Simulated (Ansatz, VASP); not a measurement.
ZnCu: VASP beside Ansatz

File INCAR:

```
PREC     = Accurate       # precision mode
ENCUT    = 520            # plane-wave cutoff, eV
EDIFF    = 1E-6           # SCF threshold, eV
ISMEAR   = 0              # smearing method
SIGMA    = 0.15           # smearing width, eV
LREAL    = False          # projectors in reciprocal space
LASPH    = True           # aspherical terms in the spheres
NELM     = 80             # most SCF steps
ALGO     = Fast           # electronic algorithm
ISIF     = 2              # what is computed and relaxed
LWAVE    = False          # write WAVECAR
LCHARG   = True           # write CHGCAR
GGA      = PS             # functional
LELF     = True           # ELF
LVHAR    = True         
NBANDS   = 18             # bands
```

File KPOINTS:

```
regular mesh
0
Gamma
  20 20 12
```

Contents of POSCAR:

```
ZnCu
1.0
    1.4880390000     -2.1212790000      0.0000000000
    1.4880390000      2.1212790000      0.0000000000
    0.0000000000      0.0000000000      4.1407460000
Zn Cu
1 1
Direct
    0.5000000000      0.5000000000      0.5000000000
    0.0000000000      0.0000000000      0.0000000000
```

Input for Ansatz:

```yaml
crystal:
  lattice:
    - [1.488039, -2.121279, 0.0]
    - [1.488039, 2.121279, 0.0]
    - [0.0, 0.0, 4.140746]
  atoms:
    - { symbol: Zn, position: [0.5, 0.5, 0.5] }
    - { symbol: Cu, position: [0.0, 0.0, 0.0] }
basis:
  ecutwfc: 420
kpoints:
  mp_grid: { grid: [20, 20, 12] }
hamiltonian:
  xc: pbesol
scf:
  occupations: { method: gaussian, width: 0.15 }
output:
  forces: true
  stress: true
  eigenvalues: true
```

Alike in both runs: task single point; functional PBEsol; k mesh 20 × 20 × 12; occupations gaussian, width 0.15 eV; no spin polarisation.

```csv
,VASP,Ansatz
version,VASP 6.6.1,Ansatz 0.2.0
potentials or method,"VASP PAW PBE potentials, release 64 (Zn, Cu), cutoff 520 eV","scalar-relativistic, plane waves, PAW"
valence electrons in the cell,23,31
```

|  | VASP | Ansatz | Ansatz less VASP |
| --- | --- | --- | --- |
| gap on the k mesh at the Fermi level (eV) | none | none | - |
| pressure (GPa) | -6.1 | -6.6 | -0.48 |
| traceless stress, the component that is largest in VASP (GPa) | 1.13 | 1.14 | +0.007 |

VASP's potentials were made for PBE, not for PBEsol. A gap of «none» marks a metal or a gap that the smearing closes. With one functional, cell and mesh, what is left measures potentials, basis and numerics. VASP's potentials hold 23 valence electrons a cell and Ansatz's 31, so a difference there can come from the potentials and not from the codes.
